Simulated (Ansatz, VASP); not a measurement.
One calculation of Y3Rh, two programs

```
Y Rh
1.0
     4.65993    0.00000    0.00000
     0.00000    4.65993    0.00000
     0.00000    0.00000    4.65993
Y Rh
3 1
Direct
  0.00000 0.50000 0.50000
  0.50000 0.00000 0.50000
  0.50000 0.50000 0.00000
  0.00000 0.00000 0.00000
```

Alike in both runs: functional PBE; k mesh 10 × 10 × 10; occupations gaussian, width 0.1 eV; no spin polarisation.

Ansatz relaxed the structure, and its values are those at the end. VASP's run is a single point on that final structure, the one shown.

|  | VASP | Ansatz |
| --- | --- | --- |
| version | VASP 6.6.1 | Ansatz 0.2.0 |
| potentials or method | VASP PAW PBE potentials, release 64 (Y_sv, Rh_pv), cutoff 520 eV | scalar-relativistic, plane waves, PAW |
| valence electrons in the cell | 48 | 50 |

```tsv
	VASP	Ansatz	Ansatz less VASP
gap on the k mesh at the Fermi level (eV)	none	none	-
pressure (GPa)	-0.1	0.0	+0.13
```

A gap of «none» marks a metal or a gap that the smearing closes. VASP's potentials hold 48 valence electrons a cell and Ansatz's 50, so a difference there can come from the potentials and not from the codes.
